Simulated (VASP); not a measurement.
Here is a VASP 6.6.1 calculation.

File INCAR:

```
ALGO = Normal ; EDIFF = 1E-6
ENCUT = 520 ; GGA = PE
ISIF = 2 ; ISMEAR = 0
LASPH = T ; LCHARG = F
LREAL = F ; LWAVE = F
NBANDS = 25 ; NELM = 100
PREC = Accurate ; SIGMA = 0.1
```

Contents of KPOINTS:

```
k-points
0
Gamma
  4 4 6
```

The input POSCAR:

```
ScAl2P3
1.0
    2.9693620100     -5.1262783900      0.0000000000
    2.9693620100      5.1262783900      0.0000000000
   -0.0209688400      0.0000000000      3.4326027700
Sc Al P
1 2 3
Direct
    0.0000000000      0.0000000000      0.0000000000
    0.6639999900      0.3360000100      0.0000000000
    0.3360000100      0.6639999900      0.0000000000
    0.5000000000      0.5000000000      0.5000000000
    0.0000000000      0.5000000000      0.5000000000
    0.5000000000      0.0000000000      0.5000000000
```

Potentials or basis: VASP PAW PBE potentials, release 64 (Sc_sv, Al, P).

Run with:

```console
$ cat potpaw_PBE.64/Sc_sv/POTCAR potpaw_PBE.64/Al/POTCAR potpaw_PBE.64/P/POTCAR > POTCAR
$ mpirun -np 1 vasp_std > vasp.out
```

Problem. Predict the largest force.

Solution. 0.195 eV/Å.

Problem. Estimate the band gap on the k mesh.

Solution. Zero (bands 16 and 17 overlap by 1.22 eV).

Forces in eV/Å, atoms in the order of the input:
```
Sc   0.000  0.000  0.000
Al   0.000 -0.195  0.000
Al   0.000  0.195  0.000
P    0.000  0.000  0.000
P    0.000  0.000  0.000
P    0.000  0.000  0.000
```
